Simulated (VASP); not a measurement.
# Sn (Fd-3m) in VASP: notebook

Runs on Sn. Level: PBEsol. Tasks: single point.

Program: VASP 6.6.1. These are calculated values, not measurements. Logs are shortened: lines on timing, memory, paths and dates and some standing lists are left out, and cuts for length are marked.

## (1) The cell of the first run

Symmetry: Fd-3m, No. 227, cubic system. The conventional cell has a = 6.467 Å, b = 6.467 Å, c = 6.467 Å, α = 90.00°, β = 90.00°, γ = 90.00°. Sn (site symmetry -43m) has 4 Sn at 2.80 Å within 3.7 Å.

## (2) Single point, PBEsol

The input, INCAR:

```
PREC = Accurate
ENCUT = 520
EDIFF = 1E-7
ISMEAR = 0
SIGMA = 0.1
LREAL = False
LASPH = True
NELM = 80
ALGO = Normal
ISIF = 2
LWAVE = False
LCHARG = True
GGA = PS
LELF = True
LVHAR = True
NBANDS = 21
```

The input, KPOINTS:

```
regular mesh
0
Gamma
  6 6 6
```

The input, POSCAR:

```
Sn
1.0
    0.0000000000      3.2333428000      3.2333428000
    3.2333428000      0.0000000000      3.2333428000
    3.2333428000      3.2333428000      0.0000000000
Sn
2
Direct
    0.0000000000      0.0000000000      0.0000000000
    0.2500000000      0.2500000000      0.2500000000
```

Potentials or basis: VASP PAW PBE potentials, release 64 (Sn_d).

Launch:

```
> cat potpaw_PBE.64/Sn_d/POTCAR > POTCAR
> mpirun -np 1 vasp_std > vasp.out
```

OUTCAR:

```text
PREC = Accurate
   ENCUT = 520
   EDIFF = 1E-7
   ISMEAR = 0
   LREAL = False
   LASPH = True
   NELM = 80
   ISIF = 2
   GGA = PS

 ion  position               nearest neighbor table
   1  0.000  0.000  0.000-   2 2.80   2 2.80   2 2.80   2 2.80
   2  0.250  0.250  0.250-   1 2.80   1 2.80   1 2.80   1 2.80

  LATTYP: Found a face centered cubic cell.
 ALAT       =     6.4666856000

  Lattice vectors:

 A1 = (   0.0000000000,   3.2333428000,   3.2333428000)
 A2 = (   3.2333428000,   0.0000000000,   3.2333428000)
 A3 = (   3.2333428000,   3.2333428000,   0.0000000000)

Analysis of symmetry for initial positions (statically):
=====================================================================
 Subroutine PRICEL returns:
 Original cell was already a primitive cell.

 Routine SETGRP: Setting up the symmetry group for a
 face centered cubic supercell.

 Subroutine GETGRP returns: Found 48 space group operations
 (whereof 24 operations were pure point group operations)
 out of a pool of 48 trial point group operations.

The static configuration has the point symmetry T_d .
 The point group associated with its full space group is O_h .

Analysis of symmetry for dynamics (positions and initial velocities):
=====================================================================
 Subroutine PRICEL returns:
 Original cell was already a primitive cell.

 Routine SETGRP: Setting up the symmetry group for a
 face centered cubic supercell.

 Subroutine GETGRP returns: Found 48 space group operations
 (whereof 24 operations were pure point group operations)
 out of a pool of 48 trial point group operations.

The dynamic configuration has the point symmetry T_d .
 The point group associated with its full space group is O_h .

 Subroutine INISYM returns: Found 48 space group operations
 (whereof 24 operations are pure point group operations),
 and found     1 'primitive' translations

----------------------------------------------------------------------------------------

                                     Primitive cell

  volume of cell :      67.6060

  direct lattice vectors                    reciprocal lattice vectors
     0.000000000  3.233342800  3.233342800    -0.154638723  0.154638723  0.154638723
     3.233342800  0.000000000  3.233342800     0.154638723 -0.154638723  0.154638723
     3.233342800  3.233342800  0.000000000     0.154638723  0.154638723 -0.154638723

  length of vectors
     4.572637240  4.572637240  4.572637240     0.267842124  0.267842124  0.267842124

  position of ions in fractional coordinates (direct lattice)
     0.000000000  0.000000000  0.000000000
     0.250000000  0.250000000  0.250000000

  ion indices of the primitive-cell ions
   primitive index   ion index
                 1           1
                 2           2

----------------------------------------------------------------------------------------

 KPOINTS: regular mesh

Automatic generation of k-mesh.
 Grid dimensions read from file:
 generate k-points for:    6    6    6

 Generating k-lattice:

  Cartesian coordinates                     Fractional coordinates (reciprocal lattice)
    -0.025773120  0.025773120  0.025773120     0.166666667  0.000000000  0.000000000
     0.025773120 -0.025773120  0.025773120     0.000000000  0.166666667  0.000000000
     0.025773120  0.025773120 -0.025773120     0.000000000  0.000000000  0.166666667

  Length of vectors
     0.044640354  0.044640354  0.044640354

  Shift w.r.t. Gamma in fractional coordinates (k-lattice)
     0.000000000  0.000000000  0.000000000

 Subroutine IBZKPT returns following result:
 ===========================================

 Found     16 irreducible k-points:

 Following reciprocal coordinates:
            Coordinates               Weight
  0.000000  0.000000  0.000000      1.000000
  0.166667  0.000000  0.000000      8.000000
  0.333333  0.000000  0.000000      8.000000
  0.500000  0.000000  0.000000      4.000000
  0.166667  0.166667  0.000000      6.000000
  0.333333  0.166667  0.000000     24.000000
[... 8 lines left out ...]
 -0.333333  0.333333  0.166667     24.000000
 -0.333333  0.500000  0.166667     12.000000
   k-points           NKPTS =     16   k-points in BZ     NKDIM =     16   number of bands    NBANDS=     21
   number of dos      NEDOS =    301   number of ions     NIONS =      2
   total plane-waves  NPLWV =  46656
   dimension x,y,z NGX =    36 NGY =   36 NGZ =   36
   dimension x,y,z NGXF=    72 NGYF=   72 NGZF=   72
   ions per type =               2
   NGX,Y,Z   is equivalent  to a cutoff of  13.09, 13.09, 13.09 a.u.
   NGXF,Y,Z  is equivalent  to a cutoff of  26.18, 26.18, 26.18 a.u.
 SYSTEM =  unknown system
   PREC   = accura    normal or accurate (medium, high low for compatibility)
   ISTART =      0    job   : 0-new  1-cont  2-samecut
   ICHARG =      2    charge: 1-file 2-atom 10-const
   ISPIN  =      1    spin polarized calculation?
   LNONCOLLINEAR =      F non collinear calculations
   LSORBIT =      F    spin-orbit coupling
   LASPH  =      T    aspherical Exc in radial PAW
   ENCUT  =  520.0 eV  38.22 Ry    6.18 a.u.   8.50  8.50  8.50*2*pi/ulx,y,z
   NELM   =     80;   NELMIN=  2; NELMDL= -5     # of ELM steps
   EDIFF  = 0.1E-06   stopping-criterion for ELM
   LREAL  =      F    real-space projection
   EDIFFG = 0.1E-05   stopping-criterion for IOM
   NSW    =      0    number of steps for IOM
   IBRION =     -1    ionic relax: 0-MD 1-quasi-New 2-CG
   NFREE  =      0    steps in history (QN), initial steepest desc. (CG)
   ISIF   =      2    stress and relaxation
   ISYM   =      2    0-nonsym 1-usesym 2-fastsym
   POTIM  = 0.5000    time-step for ionic-motion
   TEBEG  =    0.0;   TEEND  =   0.0 temperature during run
   PSTRESS=    0.0 pullay stress
   NELECT =      28.0000    total number of electrons
   NUPDOWN=      -1.0000    fix difference up-down
   EMIN   =  10.00;   EMAX   =-10.00  energy-range for DOS
   EFERMI =   0.00;   METHOD = LEGACY
   ISMEAR =     0;   SIGMA  =   0.10  broadening in eV -4-tet -1-fermi 0-gaus
   EFERMI_NEDOS =   21; number of points for ismear=-14 and -15
   IALGO  =     38    algorithm
   IMIX   =      4    mixing-type and parameters
     AMIX     =   0.40;   BMIX     =  1.00
     AMIX_MAG =   1.60;   BMIX_MAG =  1.00
  volume/ion in A,a.u.               =      33.80       228.11
  Fermi-wavevector in a.u.,A,eV,Ry     =   1.220298  2.306028 20.260793  1.489126
  Thomas-Fermi vector in A             =   2.355520
   LORBIT       =      0    0 simple, 1 ext, 2 COOP (PROOUT), +10 PAW based schemes
   GGA     = PS    functional components
   LHFCALC =     F    Hartree Fock is set to
   AEXX    =    0.0000 exact exchange contribution
   IVDW    =     0    specifies the selected vdW correction
   LEPSILON=     F    determine dielectric tensor
   LRPA    =     F    only Hartree local field effects (RPA)
 non-spin polarized calculation
 Gauss-broadening in eV      SIGMA  =   0.10
  energy-cutoff  :      520.00
  volume of cell :       67.61
 maximum number of plane-waves:      1853
 NGX is ok and might be reduce to    36
   NGX = 17   NGY = 17   NGZ = 17

 number of electron      28.0000008 magnetization

 Free energy of the ion-electron system (eV)
  ---------------------------------------------------
  ext. energy  EPLUGINS =         0.00000000
  ---------------------------------------------------
  free energy    TOTEN  =        -8.41966346 eV

  energy without entropy =       -8.41841301  energy(sigma->0) =       -8.41903823

 E-fermi :   5.5598     XC(G=0):  -9.1074

 val. band max:        5.2422333024   @ k =   0.1667   0.0000   0.0000
 cond. band min:       5.5655246233   @ k =   0.5000   0.0000   0.0000
 fundamental gap:      0.3232913209
 Fermi energy:         5.5598288592

 k-point     1 :       0.0000    0.0000    0.0000
  band No.  band energies     occupation
      1     -16.0096      2.00000
      2     -16.0096      2.00000
      3     -16.0096      2.00000
      4     -15.9479      2.00000
      5     -15.9479      2.00000
      6     -15.6271      2.00000
[... 13 lines left out ...]
     20      13.6016      0.00000
     21      13.6016      0.00000

 k-point     2 :       0.1667    0.0000    0.0000
  band No.  band energies     occupation
      1     -16.0264      2.00000
      2     -16.0264      2.00000
      3     -16.0030      2.00000
      4     -15.9233      2.00000
      5     -15.9233      2.00000
      6     -15.6578      2.00000
[... 13 lines left out ...]
     20      12.4892      0.00000
     21      12.4892      0.00000

 k-point     3 :       0.3333    0.0000    0.0000
  band No.  band energies     occupation
      1     -16.0426      2.00000
      2     -16.0426      2.00000
      3     -15.9892      2.00000
      4     -15.8941      2.00000
      5     -15.8941      2.00000
      6     -15.6819      2.00000
[... 13 lines left out ...]
     20      12.9219      0.00000
     21      12.9219      0.00000

 k-point     4 :       0.5000    0.0000    0.0000
  band No.  band energies     occupation
      1     -16.0470      2.00000
      2     -16.0470      2.00000
      3     -15.9819      2.00000
      4     -15.8850      2.00000
      5     -15.8850      2.00000
      6     -15.6883      2.00000
[... 13 lines left out ...]
     20      14.3900      0.00000
     21      14.3900      0.00000

 k-point     5 :       0.1667    0.1667    0.0000
  band No.  band energies     occupation
      1     -16.0245      2.00000
      2     -16.0245      2.00000
      3     -16.0190      2.00000
      4     -15.9252      2.00000
      5     -15.8950      2.00000
      6     -15.7068      2.00000
[... 13 lines left out ...]
     20      12.1041      0.00000
     21      13.9104      0.00000
[... 190 lines left out ...]
     20      14.9196      0.00000
     21      16.0369      0.00000

 k-point    14 :       0.5000    0.3333    0.1667
  band No.  band energies     occupation
      1     -16.0691      2.00000
      2     -16.0633      2.00000
      3     -15.9480      2.00000
      4     -15.8641      2.00000
      5     -15.8154      2.00000
      6     -15.7872      2.00000
[... 13 lines left out ...]
     20      13.6494      0.00000
     21      15.3852      0.00000

 k-point    15 :      -0.3333    0.3333    0.1667
  band No.  band energies     occupation
      1     -16.0834      2.00000
      2     -16.0682      2.00000
      3     -15.9141      2.00000
      4     -15.8367      2.00000
      5     -15.8055      2.00000
      6     -15.7922      2.00000
[... 13 lines left out ...]
     20      14.9493      0.00000
     21      15.2524      0.00000

 k-point    16 :      -0.3333    0.5000    0.1667
  band No.  band energies     occupation
      1     -16.0770      2.00000
      2     -16.0770      2.00000
      3     -15.8817      2.00000
      4     -15.8817      2.00000
      5     -15.7847      2.00000
      6     -15.7847      2.00000
[... 13 lines left out ...]
     20      14.6934      0.00000
     21      15.8632      0.00000

------------------------ aborting loop because EDIFF is reached ----------------------------------------

  FORCE on cell =-STRESS in cart. coord.  units (eV):
  Direction    XX          YY          ZZ          XY          YZ          ZX
  --------------------------------------------------------------------------------------
  -------------------------------------------------------------------------------------
  Total        0.6458154      0.6458154      0.6458154     -0.0000000      0.0000000     -0.0000000
  in kB       15.3050128     15.3050128     15.3050128     -0.0000000      0.0000000     -0.0000000
  external PRESSURE =      15.3050128 kB  Pullay stress =       0.0000000 kB

 VOLUME and BASIS-vectors are now :
 -----------------------------------------------------------------------------
  energy-cutoff  :      520.00
  volume of cell :       67.61
      direct lattice vectors                 reciprocal lattice vectors
     0.000000000  3.233342800  3.233342800    -0.154638723  0.154638723  0.154638723
     3.233342800  0.000000000  3.233342800     0.154638723 -0.154638723  0.154638723
     3.233342800  3.233342800  0.000000000     0.154638723  0.154638723 -0.154638723

 POSITION                                       TOTAL-FORCE (eV/Angst)
 -----------------------------------------------------------------------------------
      0.00000      0.00000      0.00000        -0.000000     -0.000000      0.000000
      1.61667      1.61667      1.61667         0.000000      0.000000     -0.000000
 -----------------------------------------------------------------------------------
    total drift:                                0.000000      0.000000      0.000000

  FREE ENERGIE OF THE ION-ELECTRON SYSTEM (eV)
  ---------------------------------------------------
  free  energy   TOTEN  =        -8.4196634605 eV

  energy  without entropy=       -8.4184130087  energy(sigma->0) =       -8.41903823
```

It took 12 s on 1 thread of Intel Xeon 6975P-C (Granite Rapids), shared host; peak memory 0.19 GiB.

Results:

* Free energy: -8.4197 eV
* Pressure: 1.5 GPa
* Band gap on the k mesh: zero (band 14 reaches 5.69 eV, above the bottom of band 15 at 5.57 eV)

Levels at points of the mesh, in eV from the Fermi level:
| k point | band 12 | band 13 | band 14 | band 15 | band 16 | band 17 |
| --- | --- | --- | --- | --- | --- | --- |
| (0.00, 0.00, 0.00) | -0.57 | 0.13 | 0.13 | 0.13 | 2.20 | 2.20 |
| (0.50, 0.00, 0.00) | -6.31 | -1.09 | -1.09 | 0.01 | 3.26 | 3.26 |
| (0.50, 0.50, 0.00) | -7.52 | -2.46 | -2.46 | 0.79 | 0.79 | 7.82 |

Caveat: the PAW data sets were made with another functional, which shifts forces and pressure a little; spin-orbit coupling is left out, which moves the levels of the heavy elements.

## (3) Single point, PBEsol

This run uses another cell than the first one, of 34.97 Å³/atom, 1.035 times its volume.

The input, INCAR:

```
SYSTEM = Sn
ALGO     = Fast           ! electronic algorithm
EDIFF    = 1E-6           ! SCF threshold, eV
ENCUT    = 520            ! plane-wave cutoff, eV
GGA      = PS             ! functional
ISIF     = 2              ! what is computed and relaxed
ISMEAR   = 0              ! smearing method
LASPH    = .TRUE.         ! aspherical terms in the spheres
LCHARG   = .TRUE.         ! write CHGCAR
LELF     = .TRUE.         ! ELF
LREAL    = .FALSE.        ! projectors in reciprocal space
LVHAR    = .TRUE.       
LWAVE    = .FALSE.        ! write WAVECAR
NBANDS   = 21             ! bands
NELM     = 100            ! most SCF steps
PREC     = Accurate       ! precision mode
SIGMA    = 0.1            ! smearing width, eV
```

The input, KPOINTS:

```
k-points
0
G
  12 12 12
  0 0 0
```

The input, POSCAR:

```
Sn
1.0
    0.0000000000      3.2701710852      3.2701710852
    3.2701710852      0.0000000000      3.2701710852
    3.2701710852      3.2701710852      0.0000000000
Sn
2
Direct
    0.0000000000      0.0000000000      0.0000000000
    0.2500000000      0.2500000000      0.2500000000
```

Potentials or basis: VASP PAW PBE potentials, release 64 (Sn_d).

Launch:

```
> cat potpaw_PBE.64/Sn_d/POTCAR > POTCAR
> mpirun -np 1 vasp_std > vasp.out
```

Run time: 44 s. Hardware: 1 thread of Intel Xeon 6975P-C (Granite Rapids), shared host; peak memory 0.24 GiB.

Results (log left out):

```yaml
Free_energy: -8.4657 eV
Pressure: -0.1 GPa
Band_gap_on_the_k_mesh: zero (band 14 reaches 5.33 eV, above the bottom of band 15 at 5.14 eV)
```

Levels at points of the mesh, in eV from the Fermi level:
| k point | band 11 | band 12 | band 13 | band 14 | band 15 | band 16 | band 17 | band 18 |
| --- | --- | --- | --- | --- | --- | --- | --- | --- |
| (0.00, 0.00, 0.00) | -10.46 | -0.84 | 0.10 | 0.10 | 0.10 | 2.16 | 2.16 | 2.16 |
| (0.50, 0.00, 0.00) | -8.88 | -6.22 | -1.07 | -1.07 | -0.09 | 3.22 | 3.22 | 5.56 |
| (0.50, 0.50, 0.00) | -7.44 | -7.44 | -2.38 | -2.38 | 0.80 | 0.80 | 7.58 | 7.58 |

Caveat: the PAW data sets were made with another functional, which shifts forces and pressure a little; spin-orbit coupling is left out, which moves the levels of the heavy elements.
